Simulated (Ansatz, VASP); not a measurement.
Two plane-wave programs on Zr

The input INCAR:

```
PREC = Accurate ; ENCUT = 400
EDIFF = 1E-6 ; ISMEAR = 1
SIGMA = 0.1 ; LREAL = F
LASPH = T ; NELM = 120
ALGO = Normal ; ISIF = 2
LWAVE = F ; LCHARG = T
LDIPOL = T ; IDIPOL = 3
DIPOL = 0.5 0.5 0.377 ; GGA = PS
IVDW = 13 ; LELF = T
LVHAR = T ; LVACPOTAV = T
NBANDS = 25 ; GGA_COMPAT = F
NELMDL = -8
```

KPOINTS

```
regular mesh
0
Gamma
  12 12 1
```

File POSCAR:

```
Zr
1.0
    3.1307378103      0.0000000000      0.0000000000
   -1.5653689052      2.7112984763      0.0000000000
    0.0000000000      0.0000000000     25.1312758577
Zr
3
Direct
    0.3333333333      0.6666666667      0.2785373906
    0.6666666667      0.3333333333      0.3751788587
    0.3333333333      0.6666666667      0.4787258915
```

Input for Ansatz:

```yaml
crystal:
  lattice:
    - [3.1307378103, 0.0, 0.0]
    - [-1.5653689052, 2.7112984763, 0.0]
    - [0.0, 0.0, 25.1312758577]
  atoms:
    - { symbol: Zr, position: [0.3333333333, 0.6666666667, 0.2785373906] }
    - { symbol: Zr, position: [0.6666666667, 0.3333333333, 0.3751788587] }
    - { symbol: Zr, position: [0.3333333333, 0.6666666667, 0.4787258915] }
basis:
  ecutwfc: 420
kpoints:
  mp_grid: { grid: [12, 12, 1] }
hamiltonian:
  xc: pbesol
  dispersion: d4
  pseudopotentials: { kind: paw, azcp: { folder: soft_1 } }
scf:
  occupations: { method: methfessel_paxton, width: 0.1 }
  n_extra_bands: 8
  max_iter: 160
output:
  forces: true
  eigenvalues: true
  write_density: true
  write_potential: true
  elf: true
  volumetric_format: npy
efield:
  axis: 3
  dipole_correction: true
```

Alike in both runs: task single point; functional PBEsol; dispersion D4; k mesh 12 × 12 × 1; occupations methfessel-paxton of order 1, width 0.1 eV; no spin polarisation.

|  | VASP | Ansatz |
| --- | --- | --- |
| version | VASP 6.6.1 | Ansatz 0.2.0 |
| potentials or method | VASP PAW PBE potentials, release 64 (Zr_sv), cutoff 400 eV | scalar-relativistic, plane waves, PAW |
| valence electrons in the cell | 36 | 36 |

```csv
,VASP,Ansatz,Ansatz less VASP
gap on the k mesh at the Fermi level (eV),none,none,-
rms of the force components (eV/Å),0.200,0.199,-0.0009
```

VASP's potentials were made for PBE, not for PBEsol, and Ansatz warns of the same on its side. Atom by atom the forces differ by 0.002 eV/Å (rms over components). A gap of «none» marks a metal or a gap that the smearing closes. Ansatz's warnings: xc potential rough in thin density.
